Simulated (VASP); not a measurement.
# CoSi2 (AlB2 type) (P6/mmm) in VASP: notebook, part 2 of 2

VASP 6.6.1.

## (5) Relaxation of cell and atoms, PBE, target pressure 24 GPa, at which the enthalpy is minimised

This run uses another cell than the first one, of 11.55 Å³/atom, 1.043 times its volume.

INCAR reads:

```
PREC     = Accurate       # precision mode
ENCUT    = 600            # plane-wave cutoff, eV
EDIFF    = 1E-6           # SCF threshold, eV
ISMEAR   = -1             # smearing method
SIGMA    = 0.08           # smearing width, eV
LREAL    = False          # projectors in reciprocal space
LASPH    = True           # aspherical terms in the spheres
NELM     = 80             # most SCF steps
ALGO     = Normal         # electronic algorithm
ISIF     = 3              # what is computed and relaxed
LWAVE    = False          # write WAVECAR
LCHARG   = False          # write CHGCAR
GGA      = PE             # functional
IBRION   = 2              # ionic algorithm
NSW      = 60             # ionic steps
EDIFFG   = -0.005         # ionic threshold
PSTRESS  = 240.0
```

KPOINTS reads:

```
Automatic mesh
0
Gamma
  9 9 7
```

POSCAR reads:

```
CoSi2
1.0
    3.3129159101      0.0000000000      0.0000000000
   -1.6564579550      2.8690693387      0.0000000000
    0.0000000000      0.0000000000      3.6442075011
Co Si
1 2
Direct
    0.0000000000      0.0000000000      0.0000000000
    0.3333333333      0.6666666667      0.5000000000
    0.6666666667      0.3333333333      0.5000000000
```

Potentials or basis: VASP PAW PBE potentials, release 64 (Co, Si).

Run with:

```bash
cat potpaw_PBE.64/Co/POTCAR potpaw_PBE.64/Si/POTCAR > POTCAR
mpirun -np 1 vasp_std > vasp.out
```

OUTCAR:

```text
PREC = Accurate
   ENCUT = 600
   EDIFF = 1E-6
   ISMEAR = -1
   LREAL = False
   LASPH = True
   NELM = 80
   ISIF = 3
   GGA = PE
   IBRION = 2
   NSW = 60
   EDIFFG = -0.005
   PSTRESS = 240.0

 ion  position               nearest neighbor table
   1  0.000  0.000  0.000-   2 2.64   3 2.64   2 2.64   3 2.64   2 2.64   2 2.64   3 2.64   3 2.64
                             3 2.64   3 2.64   2 2.64   2 2.64
   2  0.333  0.667  0.500-   3 1.91   3 1.91   3 1.91   1 2.64   1 2.64   1 2.64   1 2.64   1 2.64
                             1 2.64
   3  0.667  0.333  0.500-   2 1.91   2 1.91   2 1.91   1 2.64   1 2.64   1 2.64   1 2.64   1 2.64
                             1 2.64

  LATTYP: Found a hexagonal cell.
 ALAT       =     3.3129159101
 C/A-ratio  =     1.1000000000

  Lattice vectors:

 A1 = (   3.3129159101,   0.0000000000,   0.0000000000)
 A2 = (  -1.6564579550,   2.8690693387,   0.0000000000)
 A3 = (   0.0000000000,   0.0000000000,   3.6442075011)

Analysis of symmetry for initial positions (statically):
=====================================================================
 Subroutine PRICEL returns:
 Original cell was already a primitive cell.

 Routine SETGRP: Setting up the symmetry group for a
 hexagonal supercell.

 Subroutine GETGRP returns: Found 24 space group operations
 (whereof 24 operations were pure point group operations)
 out of a pool of 24 trial point group operations.

The static configuration has the point symmetry D_6h.

[... 286 lines left out ...]
  band No.  band energies     occupation
      1      -4.2511      2.00000
      2       5.8205      2.00000
      3       5.8205      2.00000
      4       7.1895      2.00000
      5       7.2562      2.00000
      6       8.3354      1.99992
      7       8.3354      1.99992
      8       9.6073      0.00645
      9       9.6073      0.00645
     10      10.0910      0.00002
     11      10.0910      0.00002
     12      11.7541      0.00000
[... 333 lines left out ...]
      1      -0.3133      2.00000
      2      -0.3133      2.00000
      3       2.1131      2.00000
      4       7.0537      2.00000
      5       7.0537      2.00000
      6       8.3568      1.99990
      7       8.5153      1.99927
      8       8.5153      1.99927
      9      11.0098      0.00000
     10      11.0098      0.00000
     11      12.0682      0.00000
     12      13.8027      0.00000

 [... further k-points ...]

[... ionic steps 4 to 17 ...]

--------------------------------------- Ionic step       18  -------------------------------------------

 number of electron      16.9999999 magnetization

------------------------ aborting loop because EDIFF is reached ----------------------------------------
[... 73 lines left out ...]
--------------------------------------- Ionic step       20  -------------------------------------------

 number of electron      16.9999999 magnetization

 Free energy of the ion-electron system (eV)
  ---------------------------------------------------
  ext. energy  EPLUGINS =         0.00000000
  ---------------------------------------------------
  free energy    TOTEN  =       -16.73791314 eV

  energy without entropy =      -16.69334793  energy(sigma->0) =      -16.71563054

 E-fermi :  12.9252     XC(G=0): -12.6220

 val. band max:       12.9191737648   @ k =   0.4444   0.0000   0.0000
 cond. band min:      12.9598721044   @ k =   0.1111   0.0000   0.2857
 fundamental gap:      0.0406983396
 Fermi energy:        12.9251644482

 k-point     1 :       0.0000    0.0000    0.0000
  band No.  band energies     occupation
      1      -2.4303      2.00000
      2       6.7272      2.00000
      3       6.7272      2.00000
      4       8.7734      2.00000
      5       9.3214      2.00000
      6      10.8801      2.00000
      7      10.8801      2.00000
      8      12.2015      1.99976
      9      12.2015      1.99976
     10      13.3616      0.00851
     11      13.3616      0.00851
     12      17.0363      0.00000
[... 379 lines left out ...]
  energy  without entropy=      -16.6933479283  energy(sigma->0) =      -16.71563054

  enthalpy is  TOTEN    =       -11.7662060665 eV   P V=        4.9717070784

 reached required accuracy - stopping structural energy minimisation
```

OSZICAR:

```text
N       E                     dE             d eps       ncg     rms          rms(c)
DAV:   1     0.861724413277E+02    0.86172E+02   -0.78317E+03  1152   0.155E+03
DAV:   2    -0.986834225359E+01   -0.96041E+02   -0.90250E+02  1184   0.283E+02
DAV:   3    -0.161713759723E+02   -0.63030E+01   -0.56224E+01  1480   0.739E+01
[... 224 lines left out ...]
DAV:   1    -0.167379650775E+02   -0.24317E-02   -0.53882E-04  1256   0.440E-01    0.686E-02
DAV:   2    -0.167382386099E+02   -0.27353E-03   -0.15732E-03  1508   0.877E-01    0.156E-01
DAV:   3    -0.167379137984E+02    0.32481E-03   -0.90567E-04  1508   0.669E-01    0.125E-02
DAV:   4    -0.167379133706E+02    0.42781E-06   -0.17080E-05  1164   0.346E-02    0.505E-03
DAV:   5    -0.167379131449E+02    0.22567E-06   -0.45784E-07   588   0.152E-02
  20 F= -.11766206E+02 E0= -.11743923E+02  d E =0.613671E-06
```

CONTCAR:

```text
CoSi2
   1.00000000000000
     3.9819184153588676    0.0000000000583477    0.0000000000000000
    -1.9909592075688063    3.4484425033131854   -0.0000000000000000
    -0.0000000000000000   -0.0000000000000000    2.4170716629590743
  Co              Si
     1     2
Direct
     0.0000000000000000    0.0000000000000000    0.0000000000000000
     0.3333333332999970    0.6666666667000030    0.5000000000000000
     0.6666666667000030    0.3333333332999970    0.5000000000000000

  0.00000000E+00  0.00000000E+00  0.00000000E+00
  0.00000000E+00  0.00000000E+00  0.00000000E+00
  0.00000000E+00  0.00000000E+00  0.00000000E+00
```

Run time: 2.8 min. Hardware: 1 thread of Intel Xeon 6975P-C (Granite Rapids), shared host; peak memory 0.18 GiB.

Results:

- Free energy: -16.7379 eV
- Relaxed volume: 11.06 Å³/atom
- Relaxed cell: a = 3.982 Å, b = 3.982 Å, c = 2.417 Å, α = 90.00°, β = 90.00°, γ = 120.00°
- Space group after relaxing (to 0.05 Å): P6/mmm (No. 191)
- Energy change on relaxing (the enthalpy is what falls): -1493.6 meV/atom
- Ionic steps: 20
- Pressure after relaxing: 24.0 GPa

Step by step:
| step | energy change (eV) | largest force (eV/Å) | pressure (GPa) | volume (Å³) |
| --- | --- | --- | --- | --- |
| 1 | 0.0000 | 0.0000 | 76.01 | 34.64 |
| 2 | -2.9456 | 0.0000 | -20.37 | 54.39 |
| 3 | -3.5254 | 0.0000 | 1.33 | 43.09 |
| 4 | -3.4317 | 0.0000 | 5.52 | 42.30 |
| 5 | -4.0684 | 0.0000 | 13.22 | 36.63 |
| 6 | 19.8863 | 0.0000 | 467.19 | 21.14 |
| 7 | -4.1187 | 0.0000 | 15.32 | 35.94 |
| 8 | -3.1103 | 0.0000 | 73.51 | 28.82 |
| 9 | -4.2184 | 0.0000 | 24.49 | 33.59 |
| 10 | -4.0496 | 0.0000 | 41.01 | 31.23 |
| 11 | -3.9440 | 0.0000 | 32.92 | 33.19 |
| 12 | -4.2344 | 0.0000 | 35.20 | 31.86 |
| 13 | -4.2432 | 0.0000 | 34.84 | 31.92 |
| 14 | -4.6510 | 0.0000 | 13.30 | 34.76 |
| 15 | -4.4780 | 0.0000 | 24.01 | 33.17 |
| 16 | -4.4742 | 0.0000 | 24.21 | 33.15 |
| 17 | -4.4787 | 0.0000 | 24.07 | 33.18 |
| 18 | -4.4785 | 0.0000 | 24.06 | 33.18 |
| 19 | -4.4784 | 0.0000 | 24.06 | 33.17 |
| 20 | -4.4807 | 0.0000 | 23.97 | 33.19 |

Final structure:
```cif
data_structure
_symmetry_space_group_name_H-M 'P 1'
_symmetry_Int_Tables_number 1
_cell_length_a 3.9819
_cell_length_b 3.9819
_cell_length_c 2.4171
_cell_angle_alpha 90.000
_cell_angle_beta 90.000
_cell_angle_gamma 120.000
_cell_volume 33.19
loop_
_atom_site_label
_atom_site_type_symbol
_atom_site_fract_x
_atom_site_fract_y
_atom_site_fract_z
_atom_site_occupancy
Co1 Co 0.00000 0.00000 0.00000 1
Si1 Si 0.33333 0.66667 0.50000 1
Si2 Si 0.66667 0.33333 0.50000 1
```

Levels at points of the mesh, in eV from the Fermi level:
```tsv
k point	band 5	band 6	band 7	band 8	band 9	band 10	band 11	band 12
(0.00, 0.00, 0.00)	-3.60	-2.05	-2.05	-0.72	-0.72	0.44	0.44	4.11
```

Caveat: the cell is relaxed towards a set pressure, so the enthalpy falls and the energy may rise.

## (6) Overview

| task | cell | cutoff (eV) | gap on the mesh (eV) | pressure (GPa) |
| --- | --- | --- | --- | --- |
| single point | a = 3.983, b = 3.983, c = 2.417 Å, angles 90.0, 90.0, 120.0°, 3 atoms | 520 | none | 23.8 |
| single point | a = 3.983, b = 3.983, c = 2.416 Å, angles 90.0, 90.0, 120.0°, 3 atoms | 520 | none | 23.9 |
| relaxation of cell and atoms | relaxed to 24 GPa from a = 3.983, b = 3.983, c = 2.417 Å, angles 90.0, 90.0, 120.0°, 3 atoms | 600 | none | 24.0 |
| relaxation of cell and atoms | relaxed to 24 GPa from a = 3.313, b = 3.313, c = 3.644 Å, angles 90.0, 90.0, 120.0°, 3 atoms | 600 | none | 24.0 |

Alike in all rows: level PBE; potentials or basis VASP PAW PBE potentials, release 64 (Co, Si); no spin polarisation; k mesh 9 × 9 × 7; smearing fermi-dirac 0.08 eV.

Caveats: some runs use coarse meshes; the cell is relaxed towards a set pressure, so the enthalpy falls and the energy may rise (some runs).

Total energies depend on the potentials used, so only differences within one code and one set of settings carry meaning.
